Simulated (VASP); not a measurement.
# Na (I4/mmm) in VASP: a series of runs

Runs on Na. Level: LDA. Tasks: single point.

Program: VASP 6.6.1. These are calculated values, not measurements. Logs are shortened: lines on timing, memory, paths and dates and some standing lists are left out, and cuts for length are marked.

## Step 1: The cell of the first run

Symmetry: I4/mmm, No. 139, tetragonal system. The conventional cell has a = 3.987 Å, b = 3.987 Å, c = 4.733 Å, α = 90.00°, β = 90.00°, γ = 90.00°. Na (site symmetry 4/mmm) has 14 Na at 3.68 to 4.73 Å within 4.8 Å.

## Step 2: Single point, LDA

File INCAR:

```
  PREC = Accurate
  ENCUT = 520
  EDIFF = 1E-7
  ISMEAR = 0
  SIGMA = 0.15
  LREAL = F
  LASPH = T
  NELM = 60
  ALGO = Fast
  ISIF = 2
  LWAVE = F
  LCHARG = T
  LELF = T
  LVHAR = T
  NBANDS = 10
```

File KPOINTS:

```
regular mesh
0
Gamma
  20 20 20
```

File POSCAR:

```
Na
1.0
   -1.9934069421      1.9934069421      2.3664734972
    1.9934069421     -1.9934069421      2.3664734972
    1.9934069421      1.9934069421     -2.3664734972
Na
1
Direct
    0.0000000000      0.0000000000      0.0000000000
```

Potentials or basis: VASP PAW LDA potentials, release 64 (Na_pv).

Started as:

```
> cat potpaw_LDA.64/Na_pv/POTCAR > POTCAR
> mpirun -np 1 vasp_std > vasp.out
```

OUTCAR:

```text
PREC = Accurate
   ENCUT = 520
   EDIFF = 1E-7
   ISMEAR = 0
   LREAL = F
   LASPH = T
   NELM = 60
   ISIF = 2

 ion  position               nearest neighbor table
   1  0.000  0.000  0.000-

  LATTYP: Found a body centered tetragonal cell.
 ALAT       =     3.9868138842
 C/A-ratio  =     1.1871502237

  Lattice vectors:

 A1 = (  -1.9934069421,   1.9934069421,   2.3664734972)
 A2 = (   1.9934069421,  -1.9934069421,   2.3664734972)
 A3 = (   1.9934069421,   1.9934069421,  -2.3664734972)

Analysis of symmetry for initial positions (statically):
=====================================================================
 Subroutine PRICEL returns:
 Original cell was already a primitive cell.

 Routine SETGRP: Setting up the symmetry group for a
 body centered tetragonal supercell.

 Subroutine GETGRP returns: Found 16 space group operations
 (whereof 16 operations were pure point group operations)
 out of a pool of 16 trial point group operations.

The static configuration has the point symmetry D_4h.

Analysis of symmetry for dynamics (positions and initial velocities):
=====================================================================
 Subroutine PRICEL returns:
 Original cell was already a primitive cell.

 Routine SETGRP: Setting up the symmetry group for a
 body centered tetragonal supercell.

 Subroutine GETGRP returns: Found 16 space group operations
 (whereof 16 operations were pure point group operations)
 out of a pool of 16 trial point group operations.

The dynamic configuration has the point symmetry D_4h.

 Subroutine INISYM returns: Found 16 space group operations
 (whereof 16 operations are pure point group operations),
 and found     1 'primitive' translations

----------------------------------------------------------------------------------------

                                     Primitive cell

  volume of cell :      37.6144

  direct lattice vectors                    reciprocal lattice vectors
    -1.993406942  1.993406942  2.366473497     0.000000000  0.250826858  0.211284851
     1.993406942 -1.993406942  2.366473497     0.250826858  0.000000000  0.211284851
     1.993406942  1.993406942 -2.366473497     0.250826858  0.250826858  0.000000000

  length of vectors
     3.680698206  3.680698206  3.680698206     0.327956401  0.327956401  0.354722744

[... 81 lines left out ...]
   NSW    =      0    number of steps for IOM
   IBRION =     -1    ionic relax: 0-MD 1-quasi-New 2-CG
   NFREE  =      0    steps in history (QN), initial steepest desc. (CG)
   ISIF   =      2    stress and relaxation
   ISYM   =      2    0-nonsym 1-usesym 2-fastsym
   POTIM  = 0.5000    time-step for ionic-motion
   TEBEG  =    0.0;   TEEND  =   0.0 temperature during run
   PSTRESS=    0.0 pullay stress
   NELECT =       7.0000    total number of electrons
   NUPDOWN=      -1.0000    fix difference up-down
   EMIN   =  10.00;   EMAX   =-10.00  energy-range for DOS
   EFERMI =   0.00;   METHOD = LEGACY
   ISMEAR =     0;   SIGMA  =   0.15  broadening in eV -4-tet -1-fermi 0-gaus
   EFERMI_NEDOS =   21; number of points for ismear=-14 and -15
   IALGO  =     68    algorithm
   IMIX   =      4    mixing-type and parameters
     AMIX     =   0.40;   BMIX     =  1.00
     AMIX_MAG =   1.60;   BMIX_MAG =  1.00
  volume/ion in A,a.u.               =      37.61       253.83
  Fermi-wavevector in a.u.,A,eV,Ry     =   0.934666  1.766262 11.886050  0.873600
  Thomas-Fermi vector in A             =   2.061494
   LORBIT       =      0    0 simple, 1 ext, 2 COOP (PROOUT), +10 PAW based schemes
   GGA     = CA    functional components
   LHFCALC =     F    Hartree Fock is set to
   AEXX    =    0.0000 exact exchange contribution
   IVDW    =     0    specifies the selected vdW correction
   LEPSILON=     F    determine dielectric tensor
   LRPA    =     F    only Hartree local field effects (RPA)
 non-spin polarized calculation
 RMM-DIIS sequential band-by-band and
 Gauss-broadening in eV      SIGMA  =   0.15
  energy-cutoff  :      520.00
  volume of cell :       37.61
 maximum number of plane-waves:      1037
   NGX = 13   NGY = 13   NGZ = 13

 number of electron       7.0000004 magnetization

 Free energy of the ion-electron system (eV)
  ---------------------------------------------------
  ext. energy  EPLUGINS =         0.00000000
  ---------------------------------------------------
  free energy    TOTEN  =        -1.44359440 eV

  energy without entropy =       -1.43873453  energy(sigma->0) =       -1.44116446

 E-fermi :   0.1260     XC(G=0):  -6.6872

 val. band max:        0.1181130350   @ k =  -0.2500  -0.4000   0.2000
 cond. band min:       0.1345099272   @ k =  -0.3500   0.4000   0.1500
 fundamental gap:      0.0163968922
 Fermi energy:         0.1259839031

 k-point     1 :       0.0000    0.0000    0.0000
  band No.  band energies     occupation
      1     -24.8357      2.00000
      2     -24.8357      2.00000
      3     -24.8357      2.00000
      4      -3.1320      2.00000
      5      11.1067      0.00000
      6      11.1067      0.00000
      7      11.7083      0.00000
      8      12.5880      0.00000
      9      12.7096      0.00000
     10      12.7554      0.00000
[... 287 lines left out ...]
 k-point    24 :      -0.3500    0.0500    0.0000
  band No.  band energies     occupation
      1     -24.8612      2.00000
      2     -24.8424      2.00000
      3     -24.8368      2.00000
      4      -1.3149      2.00000
      5       4.0348      0.00000
      6       9.0501      0.00000
      7       9.7569      0.00000
      8      11.0630      0.00000
      9      11.1784      0.00000
     10      12.5867      0.00000

 [... further k-points ...]

------------------------ aborting loop because EDIFF is reached ----------------------------------------

  FORCE on cell =-STRESS in cart. coord.  units (eV):
  Direction    XX          YY          ZZ          XY          YZ          ZX
  --------------------------------------------------------------------------------------
  -------------------------------------------------------------------------------------
  Total       -0.2120565     -0.2120565     -0.2078930      0.0000000      0.0000000      0.0000000
  in kB       -9.0325122     -9.0325122     -8.8551689      0.0000000      0.0000000      0.0000000
  external PRESSURE =      -8.9733978 kB  Pullay stress =       0.0000000 kB

 VOLUME and BASIS-vectors are now :
 -----------------------------------------------------------------------------
  energy-cutoff  :      520.00
  volume of cell :       37.61
      direct lattice vectors                 reciprocal lattice vectors
    -1.993406942  1.993406942  2.366473497     0.000000000  0.250826858  0.211284851
     1.993406942 -1.993406942  2.366473497     0.250826858  0.000000000  0.211284851
     1.993406942  1.993406942 -2.366473497     0.250826858  0.250826858  0.000000000

 POSITION                                       TOTAL-FORCE (eV/Angst)
 -----------------------------------------------------------------------------------
      0.00000      0.00000      0.00000        -0.000000     -0.000000      0.000000
 -----------------------------------------------------------------------------------
    total drift:                               -0.000000     -0.000000     -0.000000

  FREE ENERGIE OF THE ION-ELECTRON SYSTEM (eV)
  ---------------------------------------------------
  free  energy   TOTEN  =        -1.4435943981 eV

  energy  without entropy=       -1.4387345289  energy(sigma->0) =       -1.44116446
```

OSZICAR:

```text
N       E                     dE             d eps       ncg     rms          rms(c)
DAV:   1     0.275280555215E+02    0.27528E+02   -0.37695E+03 12836   0.575E+02
DAV:   2    -0.861384148713E+00   -0.28389E+02   -0.28254E+02 13206   0.145E+02
DAV:   3    -0.144050297596E+01   -0.57912E+00   -0.57874E+00 15650   0.229E+01
DAV:   4    -0.144499174082E+01   -0.44888E-02   -0.44884E-02 14976   0.198E+00
DAV:   5    -0.144505770401E+01   -0.65963E-04   -0.65963E-04 14640   0.236E-01    0.195E-01
RMM:   6    -0.144410521190E+01    0.95249E-03   -0.38119E-04 17261   0.222E-01    0.129E-01
RMM:   7    -0.144359834642E+01    0.50687E-03   -0.57342E-04 17614   0.214E-01    0.211E-02
RMM:   8    -0.144359024700E+01    0.80994E-05   -0.15865E-04 17096   0.212E-01    0.372E-03
RMM:   9    -0.144359367161E+01   -0.34246E-05   -0.30217E-05 19702   0.624E-02    0.263E-03
RMM:  10    -0.144359426573E+01   -0.59412E-06   -0.90077E-06 18111   0.505E-02    0.170E-03
RMM:  11    -0.144359432735E+01   -0.61619E-07   -0.28796E-06 19022   0.184E-02    0.371E-04
RMM:  12    -0.144359439814E+01   -0.70793E-07   -0.69993E-07 13314   0.115E-02
   1 F= -.14435944E+01 E0= -.14411645E+01  d E =-.485987E-02
```

Wall time 1.7 min (1 thread of Intel Xeon 6975P-C (Granite Rapids), shared host); peak memory 0.28 GiB.

Results:

| Quantity | Value |
| --- | --- |
| Free energy | -1.4436 eV |
| Pressure | -0.9 GPa |
| Band gap on the k mesh | zero (an odd number of electrons rules out a gap without spin polarisation) |

Levels at points of the mesh, in eV from the Fermi level:
```csv
k point,band 1,band 2,band 3,band 4,band 5,band 6,band 7,band 8
"(0.00, 0.00, 0.00)",-24.96,-24.96,-24.96,-3.26,10.98,10.98,11.58,12.46
"(0.50, 0.00, 0.00)",-25.00,-24.97,-24.96,0.62,0.96,8.96,9.76,10.02
"(0.50, 0.50, 0.00)",-24.99,-24.98,-24.97,1.21,1.70,6.96,7.74,7.90
"(0.50, 0.50, 0.50)",-24.99,-24.98,-24.98,3.08,3.50,5.32,5.82,5.82
```

## Step 3: Single point, LDA

This run uses another cell than the first one, of the same volume but with other edges.

File INCAR:

```
ALGO = Fast ; EDIFF = 1E-6
ENCUT = 520 ; ISIF = 2
ISMEAR = 0 ; LASPH = True
LCHARG = True ; LELF = True
LREAL = False ; LVHAR = True
LWAVE = False ; NBANDS = 10
NELM = 80 ; PREC = Accurate
SIGMA = 0.15
```

File KPOINTS:

```
k-points
0
Gamma
  20 20 20
```

File POSCAR:

```
Na
1.0
   -1.7769499393      1.7769499393      2.9781268488
    1.7769499393     -1.7769499393      2.9781268488
    1.7769499393      1.7769499393     -2.9781268488
Na
1
Direct
    0.0000000000      0.0000000000      0.0000000000
```

Potentials or basis: VASP PAW LDA potentials, release 64 (Na_pv).

Started as:

```
> cat potpaw_LDA.64/Na_pv/POTCAR > POTCAR
> mpirun -np 1 vasp_std > vasp.out
```

Run time: 2 min. Hardware: 1 thread of Intel Xeon 6975P-C (Granite Rapids), shared host; peak memory 0.29 GiB.

Results (log left out):

```
Free energy            : -1.4371 eV
Pressure               : -1.0 GPa
Band gap on the k mesh : zero (an odd number of electrons rules out a gap without spin polarisation)
```

Stress tensor (GPa, compression positive):
```
-0.74  0.00  0.00
 0.00 -0.74  0.00
 0.00  0.00 -1.45
```

Levels at points of the mesh, in eV from the Fermi level:
| k point | band 2 | band 3 | band 4 | band 5 | band 6 | band 7 |
| --- | --- | --- | --- | --- | --- | --- |
| (0.00, 0.00, 0.00) | -24.96 | -24.96 | -3.25 | 10.68 | 11.40 | 11.40 |
| (0.50, 0.00, 0.00) | -24.97 | -24.96 | 0.62 | 0.96 | 8.68 | 8.90 |
| (0.50, 0.50, 0.00) | -24.99 | -24.96 | 2.36 | 2.88 | 5.97 | 6.43 |
| (0.50, 0.50, 0.50) | -24.97 | -24.97 | 0.80 | 1.19 | 7.27 | 8.30 |

(Continued in part 2 of 2.)

The gap in the log of VASP goes by the Fermi energy; the results here count the filled bands.